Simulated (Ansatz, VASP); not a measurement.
# Pb: VASP beside Ansatz

The input INCAR:

```
  PREC = Accurate
  ENCUT = 520
  EDIFF = 1E-7
  ISMEAR = 0
  SIGMA = 0.15
  LREAL = F
  LASPH = T
  NELM = 80
  ALGO = Fast
  ISIF = 2
  LWAVE = F
  LCHARG = F
  GGA = PS
  NBANDS = 21
```

File KPOINTS:

```
Automatic mesh
0
Gamma
  15 15 10
```

Contents of POSCAR:

```
Pb
1.0
    3.3060006560      0.0000000000      0.0000000000
   -1.6530003280      2.8630805531      0.0000000000
    0.0000000000      0.0000000000      5.3105000000
Pb
2
Direct
    0.3333333333      0.6666666667      0.2500000000
    0.6666666667      0.3333333333      0.7500000000
```

Input for Ansatz:

```yaml
crystal:
  lattice:
    - [3.306000656, 0.0, 0.0]
    - [-1.653000328, 2.8630805531, 0.0]
    - [0.0, 0.0, 5.3105]
  atoms:
    - { symbol: Pb, position: [0.3333333333, 0.6666666667, 0.25] }
    - { symbol: Pb, position: [0.6666666667, 0.3333333333, 0.75] }
basis:
  ecutwfc: 420
kpoints:
  mp_grid: { grid: [15, 15, 10] }
hamiltonian:
  xc: pbesol
scf:
  occupations: { method: gaussian, width: 0.15 }
output:
  forces: true
  stress: true
  eigenvalues: true
```

Change from the starting cell: strain -0.050 along x and y, -0.050 along z, atoms carried along.

Alike in both runs: task single point; functional PBEsol; k mesh 15 × 15 × 10; occupations gaussian, width 0.15 eV; no spin polarisation.

|  | VASP | Ansatz |
| --- | --- | --- |
| version | VASP 6.6.1 | Ansatz 0.2.0 |
| potentials or method | VASP PAW PBE potentials, release 64 (Pb_d), cutoff 520 eV | scalar-relativistic, plane waves, PAW |
| valence electrons in the cell | 28 | 28 |

VASP gave:

```
gap on the k mesh at the Fermi level (eV)                     : none
pressure (GPa)                                                : 12.5
traceless stress, the component that is largest in VASP (GPa) : 2.07
```

**Question.** Which values does Ansatz return?

**Answer.** gap on the k mesh at the Fermi level (eV): none; pressure (GPa): 12.6; traceless stress, the component that is largest in VASP (GPa): 2.06.

VASP's potentials were made for PBE, not for PBEsol. A gap of «none» marks a metal or a gap that the smearing closes. The functional is the same, so the differences come from potentials, cutoffs and numerics.

Neither program's run includes spin-orbit coupling.
